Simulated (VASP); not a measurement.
S: single point with r2SCAN

The system is S.

```
S
1.0
     3.43225    0.00000    0.00000
    -1.71613    2.97242    0.00000
     0.00000    0.00000    6.70655
S
4
Direct
  0.00000 0.00000 0.00000
  0.00000 0.00000 0.50000
  0.33333 0.66667 0.75000
  0.66667 0.33333 0.25000
```

This isn't the form of S at room conditions, which is orthorhombic, of S8 rings.

```
Program                : VASP 6.6.1
Task                   : single point
Functional             : r2SCAN
Potentials or basis    : VASP PAW PBE potentials, release 64 (S)
Cutoff                 : 520 eV
k mesh                 : 15 × 15 × 8
Occupations            : gaussian, width 0.1 eV
Spin                   : no spin polarisation
Dipole correction      : no
Further INCAR settings : ALGO = Normal; EDIFF = 1e-07; NBANDS = 20
```

| Property | Result |
| --- | --- |
| Pressure | -0.2 GPa |
| Band gap on the k mesh | zero (bands 12 and 13 overlap by 2.72 eV) |

Levels at points of the mesh, in eV from the Fermi level:
```csv
k point,band 9,band 10,band 11,band 12,band 13,band 14,band 15,band 16
"(0.00, 0.00, 0.00)",-1.82,-1.18,-1.18,-1.04,-0.44,0.99,0.99,3.09
"(0.00, 0.00, 0.50)",-2.78,-2.78,0.07,0.07,0.07,0.07,1.70,1.70
```

Run time: 24 min on 1 thread of Oxide Virtual Turin-like Processor, on a shared host, peak memory 0.24 GiB.

Caveat: the PAW data sets were made with another functional, which shifts forces and pressure a little.
